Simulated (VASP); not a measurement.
## HfRu: single point with LDA

Crystal: HfRu.

```
Hf Ru
1.0
     3.18196    0.00000    0.00000
     0.00000    3.18196    0.00000
     0.00000    0.00000    3.18196
Hf Ru
1 1
Cartesian
  0.0000 0.0000 0.0000
  1.5910 1.5910 1.5910
```

* Program: VASP 6.6.1
* Task: single point
* Functional: LDA
* Potentials or basis: VASP PAW LDA potentials, release 64 (Hf_pv, Ru_pv)
* Cutoff: 520 eV
* k mesh: 14 × 14 × 14
* Occupations: gaussian, width 0.1 eV
* Spin: no spin polarisation

```
Pressure               : -0.4 GPa
Band gap on the k mesh : zero (band 12 reaches 9.77 eV, above the bottom of band 13 at 8.04 eV)
```

Levels at points of the mesh, in eV from the Fermi level:
| k point | band 9 | band 10 | band 11 | band 12 | band 13 | band 14 | band 15 | band 16 |
| --- | --- | --- | --- | --- | --- | --- | --- | --- |
| (0.00, 0.00, 0.00) | -5.32 | -1.77 | -1.77 | -1.77 | 2.10 | 2.10 | 5.89 | 5.89 |
| (0.50, 0.00, 0.00) | -3.54 | -1.88 | -1.88 | -1.14 | -0.99 | 1.26 | 1.41 | 1.41 |
| (0.50, 0.50, 0.00) | -3.40 | -3.40 | -0.02 | 0.73 | 1.45 | 1.45 | 2.91 | 5.91 |
| (0.50, 0.50, 0.50) | -3.07 | -1.98 | -1.98 | -1.98 | 0.06 | 0.06 | 6.48 | 6.48 |

Wall time 21 s on 1 thread of Intel(R) Xeon(R) Platinum 8375C CPU @ 2.90GHz (Ice Lake) (shared host), peak memory 0.19 GiB.

Caveat: spin-orbit coupling is left out, which moves the levels of the heavy elements.
